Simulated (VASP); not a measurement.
Write the native input for VASP 6.6.1 that does the following.

```
Task                   : relaxation of cell and atoms
Functional             : PBE
Potentials or basis    : VASP PAW PBE potentials, release 64 (Ga_d, P)
Cutoff                 : 600 eV
k mesh                 : 18 × 18 × 18
Occupations            : gaussian, width 0.1 eV
Spin                   : no spin polarisation
Dipole correction      : no
Further INCAR settings : ALGO = Normal; EDIFF = 1e-06; IBRION = 2; EDIFFG = -0.01; NSW = 100; ISIF = 3
```

The structure of GaP lies in POSCAR:

```
GaP
1.0
    0.0000000000      2.5790625137      2.5790625137
    2.5790625137      0.0000000000      2.5790625137
    2.5790625137      2.5790625137      0.0000000000
Ga P
1 1
Direct
    0.0000000000      0.0000000000      0.0000000000
    0.5000000000      0.5000000000      0.5000000000
```

The cell was built from a structure type or drawn by symmetry, and may not be a known phase.

The input as run:

INCAR

```
SYSTEM = GaP
PREC     = Accurate       ! precision mode
ENCUT    = 600            ! plane-wave cutoff, eV
EDIFF    = 1E-6           ! SCF threshold, eV
ISMEAR   = 0              ! smearing method
SIGMA    = 0.1            ! smearing width, eV
LREAL    = .FALSE.        ! projectors in reciprocal space
LASPH    = .TRUE.         ! aspherical terms in the spheres
NELM     = 100            ! most SCF steps
ALGO     = Normal         ! electronic algorithm
ISIF     = 3              ! what is computed and relaxed
LWAVE    = .FALSE.        ! write WAVECAR
LCHARG   = .FALSE.        ! write CHGCAR
GGA      = PE             ! functional
IBRION   = 2              ! ionic algorithm
NSW      = 100            ! ionic steps
EDIFFG   = -0.01          ! ionic threshold
```

KPOINTS

```
regular mesh
0
G
  18 18 18
  0 0 0
```

Potentials or basis: VASP PAW PBE potentials, release 64 (Ga_d, P).

Run with:

```bash
$ cat potpaw_PBE.64/Ga_d/POTCAR potpaw_PBE.64/P/POTCAR > POTCAR
$ mpirun -np 1 vasp_std > vasp.out
```

It gave:

- Pressure after relaxing: 0.1 GPa
- Band gap on the k mesh: zero (bands 9 and 10 overlap by 3.20 eV)

Caveat: the relaxation stopped at its first step, so nothing moved.

It took 42 s on 1 thread of Intel(R) Xeon(R) 6975P-C (Granite Rapids), with other jobs on the host, peak memory 0.25 GiB.
